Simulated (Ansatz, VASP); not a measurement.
**Two plane-wave programs on KI**

```
CELL_PARAMETERS angstrom
4.29095 0.00000 0.00000
0.00000 4.29095 0.00000
0.00000 0.00000 4.29095
ATOMIC_POSITIONS crystal
K 0.00000 0.00000 0.00000
I 0.50000 0.50000 0.50000
```

Alike in both runs: task single point; functional PBE0; k mesh 4 × 4 × 4; no spin polarisation.

```csv
,VASP,Ansatz
version,VASP 6.6.1,Ansatz 0.2.0
potentials or method,"VASP PAW PBE potentials, release 64 (K_sv, I)","plane waves, PAW"
plane-wave cutoff (eV),520,420
occupations,"gaussian, width 0.01 eV",fixed
valence electrons in the cell,16,26
```

```tsv
	VASP	Ansatz	Ansatz less VASP
gap on the k mesh at the Fermi level (eV)	5.00	4.99	-0.010
pressure (GPa)	0.2	0.3	+0.04
```

VASP's potentials hold 16 valence electrons a cell and Ansatz's 26, so a difference there can come from the potentials and not from the codes. Ansatz's warnings: stress exchange threshold loose, stress scf threshold loose.

Spin-orbit coupling is off throughout.
